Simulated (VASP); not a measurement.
# BaTiO3 (R3m) in VASP: further runs

Runs on BaTiO3. Level: PBE+U. Tasks: relaxation of cell and atoms.

Everything below comes from runs of VASP 6.6.1. Logs are shortened: lines on timing, memory, paths and dates and some standing lists are left out, and cuts for length are marked.

## 1. The cell of the first run

It takes space group R3m (No. 160, trigonal). The conventional cell has a = 5.655 Å, b = 5.655 Å, c = 6.955 Å, α = 90.00°, β = 90.00°, γ = 120.00°. Ba (site symmetry 3m) has 12 O at 2.79 to 2.89 Å and 8 Ti at 3.37 to 3.59 Å within 3.7 Å. Ti (site symmetry 3m) has 6 O at 1.87 to 2.14 Å within 2.5 Å. O (site symmetry m) has 2 Ti at 1.87 to 2.14 Å within 2.5 Å.

## 2. Relaxation of cell and atoms, PBE+U

INCAR

```
  ALGO = Normal
  EDIFF = 1E-6
  EDIFFG = -0.01
  ENCUT = 600
  GGA = PE
  IBRION = 2
  ISIF = 3
  ISMEAR = -1
  LASPH = True
  LCHARG = False
  LDAU = True
  LDAUJ = 0 0 0
  LDAUL = -1 2 -1
  LDAUPRINT = 1
  LDAUTYPE = 2
  LDAUU = 0 2 0
  LMAXMIX = 4
  LREAL = False
  LWAVE = False
  NELM = 150
  NSW = 60
  PREC = Accurate
  SIGMA = 0.05
```

KPOINTS

```
k-points
0
Gamma
  7 7 7
```

POSCAR

```
BaTiO3
1.0
    2.8273666084      1.6323808724      2.3183934932
   -2.8273666084      1.6323808724      2.3183934932
    0.0000000000     -3.2647617449      2.3183934932
Ba Ti O
1 1 3
Direct
    0.0000000000      0.0000000000      0.0000000000
    0.4845000000      0.4845000000      0.4845000000
    0.5086000000      0.0175000000      0.5086000000
    0.0175000000      0.5086000000      0.5086000000
    0.5086000000      0.5086000000      0.0175000000
```

Potentials or basis: VASP PAW PBE potentials, release 64 (Ba_sv, Ti_sv, O).

Command:

```bash
> cat potpaw_PBE.64/Ba_sv/POTCAR potpaw_PBE.64/Ti_sv/POTCAR potpaw_PBE.64/O/POTCAR > POTCAR
> mpirun -np 1 vasp_std > vasp.out
```

OUTCAR:

```text
EDIFF = 1E-6
   EDIFFG = -0.01
   ENCUT = 600
   GGA = PE
   IBRION = 2
   ISIF = 3
   ISMEAR = -1
   LASPH = True
   LREAL = False
   NELM = 150
   NSW = 60
   PREC = Accurate

 ion  position               nearest neighbor table
   1  0.000  0.000  0.000-   5 2.79   4 2.79   3 2.79   4 2.83   3 2.83   4 2.83   3 2.83   5 2.83
                             5 2.83   5 2.89   4 2.89   3 2.89   2 3.37   2 3.43   2 3.43   2 3.43
   2  0.484  0.484  0.484-   3 1.87   4 1.87   5 1.87   3 2.14   4 2.14   5 2.14   1 3.37   1 3.43
                             1 3.43   1 3.43   1 3.50   1 3.50   1 3.50   1 3.59
   3  0.509  0.017  0.509-   2 1.87   2 2.14   1 2.79   1 2.83   1 2.83   1 2.89
   4  0.017  0.509  0.509-   2 1.87   2 2.14   1 2.79   1 2.83   1 2.83   1 2.89
   5  0.509  0.509  0.017-   2 1.87   2 2.14   1 2.79   1 2.83   1 2.83   1 2.89

  LATTYP: Found a trigonal (rhomboedric) cell.
 ALAT       =     4.0042000000
 COS(alpha) =     0.0028448828

  Lattice vectors:

 A1 = (   2.8273666084,   1.6323808724,   2.3183934932)
 A2 = (  -2.8273666084,   1.6323808724,   2.3183934932)
 A3 = (   0.0000000000,  -3.2647617449,   2.3183934932)

Analysis of symmetry for initial positions (statically):
=====================================================================
 Subroutine PRICEL returns:
 Original cell was already a primitive cell.

 Routine SETGRP: Setting up the symmetry group for a
 trigonal (rhombohedral) supercell.

 Subroutine GETGRP returns: Found  6 space group operations
 (whereof  6 operations were pure point group operations)
 out of a pool of 12 trial point group operations.

The static configuration has the point symmetry C_3v.

Analysis of symmetry for dynamics (positions and initial velocities):
=====================================================================
 Subroutine PRICEL returns:
 Original cell was already a primitive cell.

 Routine SETGRP: Setting up the symmetry group for a
 trigonal (rhombohedral) supercell.

 Subroutine GETGRP returns: Found  6 space group operations
 (whereof  6 operations were pure point group operations)
 out of a pool of 12 trial point group operations.

The dynamic configuration has the point symmetry C_3v.

 Subroutine INISYM returns: Found  6 space group operations
 (whereof  6 operations are pure point group operations),
 and found     1 'primitive' translations

[... 160 lines left out ...]
  Total        3.4479743      3.4479743      3.2345173      0.0000000     -0.0000000      0.0000000
  in kB       86.0463757     86.0463757     80.7194220      0.0000000     -0.0000000      0.0000000
  external PRESSURE =      84.2707245 kB  Pullay stress =       0.0000000 kB
[... 215 lines left out ...]
  FREE ENERGIE OF THE ION-ELECTRON SYSTEM (eV)
  ---------------------------------------------------
  free  energy   TOTEN  =       -38.6545940954 eV

  energy  without entropy=      -38.6545940953  energy(sigma->0) =      -38.65459410

atom =   2  type =  2  l = 2

 onsite density matrix

spin component  1

  0.1643 -0.0000 -0.0000  0.0590  0.0000
 -0.0000  0.1943 -0.0000  0.0000  0.0590
 -0.0000 -0.0000  0.1172  0.0000 -0.0000
  0.0590  0.0000  0.0000  0.1943 -0.0000
  0.0000  0.0590 -0.0000 -0.0000  0.1643

spin component  2

  0.1643 -0.0000 -0.0000  0.0590  0.0000
 -0.0000  0.1943 -0.0000  0.0000  0.0590
 -0.0000 -0.0000  0.1172  0.0000 -0.0000
  0.0590  0.0000  0.0000  0.1943 -0.0000
  0.0000  0.0590 -0.0000 -0.0000  0.1643

 occupancies and eigenvectors

  o =  0.1172  v =  0.0000 -0.0000  1.0000 -0.0000  0.0000  0.0000  0.0000  0.0000  0.0000  0.0000      0.0000  0.0000  0.0000  0.0000  0.0000  0.0000  0.0000  0.0000  0.0000  0.0000
  o =  0.1172  v =  0.0000  0.0000  0.0000  0.0000  0.0000  0.0000 -0.0000  1.0000 -0.0000  0.0000      0.0000  0.0000  0.0000  0.0000  0.0000  0.0000  0.0000  0.0000  0.0000  0.0000
  o =  0.1184  v =  0.0000 -0.6140 -0.0000 -0.0000  0.7893  0.0000  0.0000  0.0000  0.0000  0.0000      0.0000  0.0000  0.0000  0.0000  0.0000  0.0000  0.0000  0.0000  0.0000  0.0000
  o =  0.1184  v =  0.0000  0.0000  0.0000  0.0000  0.0000  0.0000 -0.6140 -0.0000 -0.0000  0.7893      0.0000  0.0000  0.0000  0.0000  0.0000  0.0000  0.0000  0.0000  0.0000  0.0000
  o =  0.1184  v =  0.0000  0.0000  0.0000  0.0000  0.0000  0.7893  0.0000 -0.0000 -0.6140 -0.0000      0.0000  0.0000  0.0000  0.0000  0.0000  0.0000  0.0000  0.0000  0.0000  0.0000
  o =  0.1184  v =  0.7893  0.0000 -0.0000 -0.6140 -0.0000  0.0000  0.0000  0.0000  0.0000  0.0000      0.0000  0.0000  0.0000  0.0000  0.0000  0.0000  0.0000  0.0000  0.0000  0.0000
  o =  0.2402  v =  0.6140 -0.0000  0.0000  0.7893 -0.0000  0.0000  0.0000  0.0000  0.0000  0.0000      0.0000  0.0000  0.0000  0.0000  0.0000  0.0000  0.0000  0.0000  0.0000  0.0000
  o =  0.2402  v =  0.0000  0.0000  0.0000  0.0000  0.0000  0.6140 -0.0000  0.0000  0.7893 -0.0000      0.0000  0.0000  0.0000  0.0000  0.0000  0.0000  0.0000  0.0000  0.0000  0.0000
  o =  0.2402  v =  0.0000  0.0000  0.0000  0.0000  0.0000  0.0000  0.7893 -0.0000  0.0000  0.6140      0.0000  0.0000  0.0000  0.0000  0.0000  0.0000  0.0000  0.0000  0.0000  0.0000
  o =  0.2402  v =  0.0000  0.7893 -0.0000  0.0000  0.6140  0.0000  0.0000  0.0000  0.0000  0.0000      0.0000  0.0000  0.0000  0.0000  0.0000  0.0000  0.0000  0.0000  0.0000  0.0000

--------------------------------------- Ionic step        7  -------------------------------------------

 number of electron      39.9999990 magnetization

 Free energy of the ion-electron system (eV)
  ---------------------------------------------------
  ext. energy  EPLUGINS =         0.00000000
  ---------------------------------------------------
  free energy    TOTEN  =       -38.65464357 eV

  energy without entropy =      -38.65464357  energy(sigma->0) =      -38.65464357

 E-fermi :   4.6095     XC(G=0): -11.0148

 val. band max:        3.4657370798   @ k =   0.4286   0.4286   0.4286
 cond. band min:       5.8240257408   @ k =   0.0000   0.0000   0.0000
 fundamental gap:      2.3582886611
 Fermi energy:         4.6094915078

 k-point     1 :       0.0000    0.0000    0.0000
  band No.  band energies     occupation
      1     -53.6025      2.00000
      2     -29.8002      2.00000
      3     -29.7916      2.00000
      4     -29.7916      2.00000
      5     -21.3969      2.00000
      6     -13.2555      2.00000
[... 637 lines left out ...]
     23       7.3515      0.00000
     24       8.6156      0.00000

 [... further k-points ...]

------------------------ aborting loop because EDIFF is reached ----------------------------------------

  FORCE on cell =-STRESS in cart. coord.  units (eV):
  Direction    XX          YY          ZZ          XY          YZ          ZX
  --------------------------------------------------------------------------------------
  -------------------------------------------------------------------------------------
  Total       -0.0252376     -0.0252376     -0.0379986      0.0000000      0.0000000      0.0000000
  in kB       -0.6028099     -0.6028099     -0.9076097      0.0000000      0.0000000      0.0000000
  external PRESSURE =      -0.7044098 kB  Pullay stress =       0.0000000 kB
[... 20 lines left out ...]
  FREE ENERGIE OF THE ION-ELECTRON SYSTEM (eV)
  ---------------------------------------------------
  free  energy   TOTEN  =       -38.6546435704 eV

  energy  without entropy=      -38.6546435704  energy(sigma->0) =      -38.65464357

 reached required accuracy - stopping structural energy minimisation
```

It took 5.9 min on 1 thread of AMD EPYC 9755, shared host; peak memory 0.21 GiB.

What came out:

- Free energy: -38.6546 eV
- Relaxed volume: 13.42 Å³/atom
- Relaxed cell: a = 4.063 Å, b = 4.063 Å, c = 4.063 Å, α = 89.87°, β = 89.87°, γ = 89.87°
- Space group after relaxing (to 0.1 Å): R3m (No. 160)
- Energy gained by relaxing: 17.0 meV/atom
- Ionic steps: 7
- Pressure after relaxing: -0.1 GPa
- Largest force after relaxing: 0.007 eV/Å
- Band gap on the k mesh: 2.36 eV (least direct gap 2.68 eV)

Forces in eV/Å, atoms in the order of the input:
```
Ba   0.000  0.000 -0.007
Ti   0.000  0.000 -0.005
O    0.002 -0.001  0.004
O   -0.002 -0.001  0.004
O    0.000  0.002  0.004
```

Step by step:
```tsv
step	energy change (eV)	largest force (eV/Å)	pressure (GPa)	volume (Å³)
1	0.0000	0.7315	8.43	64.20
2	0.0217	0.3989	-7.94	70.68
3	-0.0841	0.0838	-0.11	67.11
4	-0.0841	0.0891	-0.03	67.05
5	-0.0847	0.0507	0.03	67.04
6	-0.0850	0.0185	0.05	67.04
7	-0.0850	0.0074	-0.07	67.08
```

Final structure:
```
Ba Ti O
1.0
     2.86979    1.65687    2.35119
    -2.86979    1.65687    2.35119
     0.00000   -3.31375    2.35119
Ba Ti O
1 1 3
Direct
  0.99838 0.99838 0.99838
  0.48807 0.48807 0.48807
  0.50852 0.01570 0.50852
  0.01570 0.50852 0.50852
  0.50852 0.50852 0.01570
```

Levels at points of the mesh, in eV from the valence-band top:
```
           k point  band 18  band 19  band 20  band 21  band 22  band 23
(0.00, 0.00, 0.00)    -0.40    -0.32    -0.32     2.36     2.36     2.45
```

Eigenvalues of the final occupation matrices:
| site | spin | trace | eigenvalues |
| --- | --- | --- | --- |
| site 2 d | 1 | 0.83 | 0.12 0.12 0.12 0.24 0.24 |
| site 2 d | 2 | 0.83 | 0.12 0.12 0.12 0.24 0.24 |

Caveat: spin-orbit coupling is left out, which moves the levels of the heavy elements. Zero-point motion and thermal expansion aren't in these numbers.

## 3. Relaxation of cell and atoms, PBE+U

INCAR

```
PREC     = Accurate       # precision mode
ENCUT    = 600            # plane-wave cutoff, eV
EDIFF    = 1E-6           # SCF threshold, eV
ISMEAR   = -1             # smearing method
SIGMA    = 0.05           # smearing width, eV
LREAL    = F              # projectors in reciprocal space
LASPH    = T              # aspherical terms in the spheres
NELM     = 150            # most SCF steps
ALGO     = Normal         # electronic algorithm
ISIF     = 3              # what is computed and relaxed
LWAVE    = F              # write WAVECAR
LCHARG   = F              # write CHGCAR
LMAXMIX  = 4              # l up to which the mixer works
LDAU     = T              # DFT+U
LDAUTYPE = 2            
LDAUL    = -1 2 -1        # shell
LDAUU    = 0 3 0          # U, eV
LDAUJ    = 0 0 0        
LDAUPRINT= 1            
GGA      = PE             # functional
IBRION   = 2              # ionic algorithm
NSW      = 60             # ionic steps
EDIFFG   = -0.01          # ionic threshold
```

KPOINTS

```
regular mesh
0
Gamma
  7 7 7
```

POSCAR is that of step 2.

Potentials or basis: VASP PAW PBE potentials, release 64 (Ba_sv, Ti_sv, O).

Command:

```bash
> cat potpaw_PBE.64/Ba_sv/POTCAR potpaw_PBE.64/Ti_sv/POTCAR potpaw_PBE.64/O/POTCAR > POTCAR
> mpirun -np 1 vasp_std > vasp.out
```

Run time: 12 min. Hardware: 1 thread of AMD EPYC 9755, shared host; peak memory 0.22 GiB.

The run converged. Its results:

```
Free energy                           : -37.9904 eV
Relaxed volume                        : 13.35 Å³/atom
Relaxed cell                          : a = 4.056 Å, b = 4.056 Å, c = 4.056 Å, α = 89.97°, β = 89.97°, γ = 89.97°
Space group after relaxing (to 0.1 Å) : R3m (No. 160)
Energy gained by relaxing             : 22.9 meV/atom
Ionic steps                           : 17
Pressure after relaxing               : 0.0 GPa
Largest force after relaxing          : 0.004 eV/Å
Band gap on the k mesh                : 2.21 eV (least direct gap 2.43 eV)
```

Forces on the atoms (eV/Å):
```
Ba   0.000  0.000 -0.001
Ti   0.000  0.000  0.001
O    0.004 -0.002  0.000
O   -0.004 -0.002  0.000
O    0.000  0.004  0.000
```

Step by step:
```tsv
step	energy change (eV)	largest force (eV/Å)	pressure (GPa)	volume (Å³)
1	0.0000	0.9958	9.32	64.20
2	0.0233	0.3715	-8.91	71.40
3	-0.1092	0.2005	-0.38	67.43
4	-0.1092	0.2126	-0.29	67.36
5	-0.1091	0.2243	-0.13	67.30
6	-0.1113	0.1574	0.07	67.15
7	-0.1129	0.0574	0.32	66.91
8	-0.1135	0.0501	-0.48	67.16
9	-0.1136	0.0486	-0.29	67.09
10	-0.1141	0.0389	-0.14	66.96
11	-0.1143	0.0282	0.03	66.81
12	-0.1146	0.0138	0.07	66.75
13	-0.1147	0.0111	0.08	66.72
14	-0.1147	0.0101	0.09	66.71
15	-0.1147	0.0033	-0.07	66.81
16	-0.1147	0.0038	-0.07	66.76
17	-0.1147	0.0041	-0.01	66.74
```

Final structure:
```
Ba Ti O
1.0
     2.86736    1.65547    2.34327
    -2.86736    1.65547    2.34327
     0.00000   -3.31094    2.34327
Ba Ti O
1 1 3
Direct
  0.00055 0.00055 0.00055
  0.49447 0.49447 0.49447
  0.50669 0.01081 0.50669
  0.01081 0.50669 0.50669
  0.50669 0.50669 0.01081
```

Levels at points of the mesh, in eV from the valence-band top:
| k point | band 17 | band 18 | band 19 | band 20 | band 21 | band 22 | band 23 | band 24 |
| --- | --- | --- | --- | --- | --- | --- | --- | --- |
| (0.00, 0.00, 0.00) | -0.98 | -0.25 | -0.22 | -0.22 | 2.21 | 2.21 | 2.25 | 3.86 |

Eigenvalues of the final occupation matrices:
```
    site  spin  trace               eigenvalues
site 2 d     1   0.80  0.11 0.11 0.11 0.23 0.23
site 2 d     2   0.80  0.11 0.11 0.11 0.23 0.23
```

Caveat: spin-orbit coupling is left out, which moves the levels of the heavy elements. Zero-point motion and thermal expansion aren't in these numbers.
